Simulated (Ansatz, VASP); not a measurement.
One calculation of Ge, two programs

POSCAR

```
Ge
1.0
    0.0000000000      2.8082162643      2.8082162643
    2.8082162643      0.0000000000      2.8082162643
    2.8082162643      2.8082162643      0.0000000000
Ge
2
Direct
    0.0000000000      0.0000000000      0.0000000000
    0.2500000000      0.2500000000      0.2500000000
```

The input INCAR.step1:

```
  PREC = Accurate
  ENCUT = 520
  ISMEAR = -1
  SIGMA = 0.02
  LREAL = F
  LASPH = T
  NELM = 100
  NBANDS = 21
  GGA = PE
  ALGO = Normal
  EDIFF = 1E-4
  LWAVE = T
  LCHARG = F
```

Contents of INCAR.step2:

```
  PREC = Accurate
  ENCUT = 520
  EDIFF = 1E-7
  ISMEAR = -1
  SIGMA = 0.02
  LREAL = F
  LASPH = T
  NELM = 100
  ALGO = Normal
  ISIF = 2
  LWAVE = F
  LCHARG = F
  METAGGA = R2SCAN
  LMIXTAU = T
  NBANDS = 21
  ISTART = 1
```

KPOINTS

```
Automatic mesh
0
Gamma
  6 6 6
```

Input for Ansatz:

```yaml
crystal:
  lattice:
    - [0.0, 2.8082162643, 2.8082162643]
    - [2.8082162643, 0.0, 2.8082162643]
    - [2.8082162643, 2.8082162643, 0.0]
  atoms:
    - { symbol: Ge, position: [0.0, 0.0, 0.0] }
    - { symbol: Ge, position: [0.25, 0.25, 0.25] }
kpoints:
  mp_grid: { grid: [6, 6, 6] }
hamiltonian:
  xc: r2scan
scf:
  occupations: { method: fermi_dirac, width: 0.02 }
  n_extra_bands: 4
output:
  forces: true
  stress: true
  eigenvalues: true
```

Alike in both runs: task single point; functional r2SCAN; k mesh 6 × 6 × 6; occupations fermi-dirac, width 0.02 eV; no spin polarisation.

|  | VASP | Ansatz |
| --- | --- | --- |
| version | VASP 6.6.1 | Ansatz 0.2.0 |
| potentials or method | VASP PAW PBE potentials, release 64 (Ge_d) | plane waves, PAW |
| plane-wave cutoff (eV) | 520 | 500 |
| valence electrons in the cell | 28 | 28 |

|  | VASP | Ansatz | Ansatz less VASP |
| --- | --- | --- | --- |
| pressure (GPa) | 2.3 | 2.3 | -0.06 |

VASP's potentials were made for PBE, not for r2SCAN. The functional is the same, so the differences come from potentials, cutoffs and numerics.
